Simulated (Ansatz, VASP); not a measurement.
# ZrSiRu4 in VASP and in Ansatz

```
CELL_PARAMETERS angstrom
3.98092 0.00000 0.00000
0.00000 3.98092 0.00000
0.00000 0.00000 6.44154
ATOMIC_POSITIONS crystal
Zr 0.00000 0.00000 0.00000
Si 0.50000 0.50000 0.50000
Ru 0.50000 0.00000 0.71217
Ru 0.00000 0.50000 0.28783
Ru 0.50000 0.00000 0.28783
Ru 0.00000 0.50000 0.71217
```

Change from the starting cell: species swapped into the GdYH4 type (P4/mmm, No. 123).

Alike in both runs: functional PBE; k mesh 10 × 10 × 6; occupations gaussian, width 0.1 eV; no spin polarisation.

Ansatz relaxed the structure, and its values are those at the end. VASP's run is a single point on that final structure, the one shown.

```csv
,VASP,Ansatz
version,VASP 6.6.1,Ansatz 0.2.0
potentials or method,"VASP PAW PBE potentials, release 64 (Zr_sv, Si, Ru_pv), cutoff 520 eV","scalar-relativistic, plane waves, PAW"
valence electrons in the cell,72,80
```

|  | VASP | Ansatz | Ansatz less VASP |
| --- | --- | --- | --- |
| gap on the k mesh at the Fermi level (eV) | none | none | - |
| pressure (GPa) | 0.0 | 0.0 | -0.03 |

A gap of «none» marks a metal or a gap that the smearing closes. VASP's potentials hold 72 valence electrons a cell and Ansatz's 80, so a difference there can come from the potentials and not from the codes.
